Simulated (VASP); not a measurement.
Runs of VASP 6.6.1 on Sr. The structure is that of space group Cmcm (No. 63), or close to it. The cells are those of the table. 

```csv
cell,further INCAR settings,gap on the mesh (eV),pressure (GPa),largest force (eV/Å)
"a = 4.182, b = 4.539, c = 6.522 Å, angles 90.0, 90.0, 117.4°, 2 atoms",ALGO = Fast; EDIFF = 1e-07; NBANDS = 17,none,0.3,0.13
"a = 4.577, b = 4.230, c = 6.768 Å, angles 90.0, 90.0, 122.8°, 2 atoms",ALGO = Fast; EDIFF = 1e-07; NBANDS = 17,none,0.1,0.12
"a = 4.812, b = 4.128, c = 6.768 Å, angles 90.0, 90.0, 125.7°, 2 atoms",ALGO = Fast; EDIFF = 1e-07; NBANDS = 17,none,0.2,0.23
"a = 4.108, b = 4.464, c = 6.768 Å, angles 90.0, 90.0, 117.4°, 2 atoms",ALGO = Fast; EDIFF = 1e-06; NBANDS = 17,none,0.1,0.11
"a = 3.724, b = 4.446, c = 7.259 Å, angles 90.0, 90.0, 114.8°, 2 atoms",ALGO = Fast; EDIFF = 1e-06; NBANDS = 17,none,0.5,0.15
"a = 4.033, b = 4.390, c = 7.013 Å, angles 90.0, 90.0, 117.3°, 2 atoms",ALGO = Fast; EDIFF = 1e-06; NBANDS = 17,none,0.1,0.09
"a = 4.652, b = 4.305, c = 6.522 Å, angles 90.0, 90.0, 122.7°, 2 atoms",ALGO = Fast; EDIFF = 1e-06; NBANDS = 17,none,0.2,0.14
"a = 4.502, b = 4.155, c = 7.013 Å, angles 90.0, 90.0, 122.8°, 2 atoms",ALGO = Fast; EDIFF = 1e-07; NBANDS = 17,none,(a),0.10
"a = 4.663, b = 3.979, c = 7.259 Å, angles 90.0, 90.0, 125.9°, 2 atoms",ALGO = Fast; EDIFF = 1e-07; NBANDS = 17,none,0.2,0.16
"a = 4.428, b = 4.081, c = 7.259 Å, angles 90.0, 90.0, 122.9°, 2 atoms",ALGO = Fast; EDIFF = 1e-07; NBANDS = 17,none,0.1,0.08
"a = 3.884, b = 4.241, c = 7.504 Å, angles 90.0, 90.0, 117.3°, 2 atoms",ALGO = Fast; EDIFF = 1e-07; NBANDS = 17,none,0.2,0.07
"a = 3.873, b = 4.595, c = 6.768 Å, angles 90.0, 90.0, 114.9°, 2 atoms",ALGO = Fast; EDIFF = 1e-06; NBANDS = 17,none,0.5,0.22
```

Alike in all rows: task single point; level PBE; potentials or basis VASP PAW PBE potentials, release 64 (Sr_sv); no spin polarisation; k mesh 12 × 12 × 6; cutoff (eV) 520; smearing gaussian 0.15 eV.

**Question.** Estimate the missing entries.

**Answer.** (a) 0.0.

Caveats: the stress differs along the axes, from -2 to 4 GPa (at least some runs).

A k mesh can miss the band edges, and the runs leave out spin-orbit coupling on Sr.

A gap of «none» marks levels without a gap at the run's occupations.
